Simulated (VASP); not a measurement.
A run of VASP 6.6.1 is set up as follows.

Contents of INCAR:

```
SYSTEM = TaN
PREC = Accurate
ENCUT = 520
EDIFF = 1E-7
ISMEAR = -1
SIGMA = 0.05
LREAL = .FALSE.
LASPH = .TRUE.
NELM = 80
ALGO = Normal
ISIF = 2
LWAVE = .FALSE.
LCHARG = .FALSE.
GGA = PE
NBANDS = 15
```

KPOINTS

```
Automatic mesh
0
G
  15 15 13
  0 0 0
```

Contents of POSCAR:

```
TaN
1.0
    2.8862690604      0.0000000001      0.0000000000
   -1.4431345303      2.4995823284      0.0000000000
    0.0000000000      0.0000000000      2.8457730759
Ta N
1 1
Direct
    0.0000000000      0.0000000000      0.0000000000
    0.3333333333      0.6666666667      0.5000000000
```

Potentials or basis: VASP PAW PBE potentials, release 64 (Ta_pv, N).

Run with:

```sh
$ cat potpaw_PBE.64/Ta_pv/POTCAR potpaw_PBE.64/N/POTCAR > POTCAR
$ mpirun -np 1 vasp_std > vasp.out
```

What does it give for the band gap on the k mesh?

Zero (band 8 reaches 9.16 eV, above the bottom of band 9 at 8.68 eV).

What does it give for the pressure?

24.8 GPa.

Stress tensor (GPa, compression positive):
```
24.69  0.00  0.00
 0.00 24.69  0.00
 0.00  0.00 24.91
```

Caveat: spin-orbit coupling is left out, which moves the levels of the heavy elements.
